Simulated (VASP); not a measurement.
Here is a VASP 6.6.1 calculation.

Contents of INCAR:

```
  ALGO = Normal
  EDIFF = 1E-7
  ENCUT = 520
  GGA = PS
  ISIF = 2
  ISMEAR = 1
  LASPH = T
  LCHARG = F
  LREAL = F
  LWAVE = F
  NBANDS = 15
  NELM = 100
  PREC = Accurate
  SIGMA = 0.1
```

File KPOINTS:

```
k-points
0
Gamma
  11 11 11
```

The input POSCAR:

```
TiC
1.0
    0.0000000000      2.1411537639      2.1411537639
    2.1411537639      0.0000000000      2.1411537639
    2.1411537639      2.1411537639      0.0000000000
Ti C
1 1
Direct
    0.0000000000      0.0000000000      0.0000000000
    0.5000000000      0.5000000000      0.5000000000
```

Potentials or basis: VASP PAW PBE potentials, release 64 (Ti_sv, C).

Run with:

```bash
$ cat potpaw_PBE.64/Ti_sv/POTCAR potpaw_PBE.64/C/POTCAR > POTCAR
$ mpirun -np 1 vasp_std > vasp.out
```

Task: Estimate the band gap on the k mesh.

Result: Zero (band 8 reaches 10.38 eV, above the bottom of band 9 at 9.29 eV).

Task: Predict the pressure.

Result: 2.4 GPa.

Caveat: the PAW data sets were made with another functional, which shifts forces and pressure a little.
